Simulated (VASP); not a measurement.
Here is a VASP 6.6.1 calculation.

The input INCAR:

```
SYSTEM = W3C
ALGO = Normal ; DIPOL = 0.5 0.5 0.357
EDIFF = 1E-7 ; ENCUT = 520
GGA = PE ; IDIPOL = 3
ISIF = 2 ; ISMEAR = 0
LASPH = .True. ; LCHARG = .False.
LDIPOL = .True. ; LREAL = .False.
LWAVE = .False. ; NBANDS = 31
NELM = 100 ; PREC = Accurate
SIGMA = 0.1
```

The input KPOINTS:

```
k-points
0
Gamma
  10 10 1
  0 0 0
```

The input POSCAR:

```
W3C
1.0
    2.7571643597      0.0000000000      0.0000000000
   -0.9190547866      2.5994794874      0.0000000000
    0.0000000000      0.0000000000     19.8562161029
W C
3 1
Direct
    0.5000000000      0.5000000000      0.2014482507
    0.0000000000      0.0000000000      0.3111437107
    0.5000000000      0.5000000000      0.4208362792
    0.6666666667      1.1666666667      0.4927598985
```

Potentials or basis: VASP PAW PBE potentials, release 64 (W_sv, C).

Run with:

```console
$ cat potpaw_PBE.64/W_sv/POTCAR potpaw_PBE.64/C/POTCAR > POTCAR
$ mpirun -np 1 vasp_std > vasp.out
```

Question: Estimate the band gap on the k mesh.

Answer: Zero (band 23 reaches 1.56 eV, above the bottom of band 24 at 0.10 eV).

Question: Estimate the largest force.

Answer: 2.170 eV/Å.

Forces on the atoms (eV/Å):
```
W   -0.039 -0.013  0.075
W   -0.105  0.081 -1.539
W   -1.186  1.208  1.357
C    1.330 -1.276  0.107
```

Caveat: spin-orbit coupling is left out, which moves the levels of the heavy elements.
